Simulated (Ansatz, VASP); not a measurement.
BeZnTeO: VASP beside Ansatz

```
CELL_PARAMETERS angstrom
4.70672 0.00000 0.00000
-2.35336 4.07614 0.00000
0.00000 0.00000 4.20478
ATOMIC_POSITIONS crystal
Be 0.66667 0.33333 0.50000
Zn 0.00000 0.00000 0.50000
Te 0.66667 0.33333 0.00000
O 0.33333 0.66667 0.50000
```

Alike in both runs: task relaxation of cell and atoms; functional PBE; k mesh 6 × 6 × 4; occupations gaussian, width 0.1 eV; no spin polarisation.

|  | VASP | Ansatz |
| --- | --- | --- |
| version | VASP 6.6.1 | Ansatz 0.2.0 |
| potentials or method | VASP PAW PBE potentials, release 64 (Be, Zn, Te, O), cutoff 600 eV | scalar-relativistic, plane waves, PAW |
| valence electrons in the cell | 26 | 36 |

|  | VASP | Ansatz | Ansatz less VASP |
| --- | --- | --- | --- |
| gap on the k mesh at the Fermi level, each at its own relaxed structure (eV) | none | none | - |
| relaxed volume (Å³/atom) | 16.49 | 16.55 | +0.054 |
| relaxed cell length with the largest relative difference (Å) | 5.250 | 5.313 | +0.0631 |

A gap of «none» marks a metal or a gap that the smearing closes. VASP's potentials hold 26 valence electrons a cell and Ansatz's 36, so a difference there can come from the potentials and not from the codes.

The k mesh is coarse, so the values compare programs but aren't converged. Neither program's run includes spin-orbit coupling. Noted on VASP's run: the volume moved by over 15 % at a fixed basis, so the end points are rough.
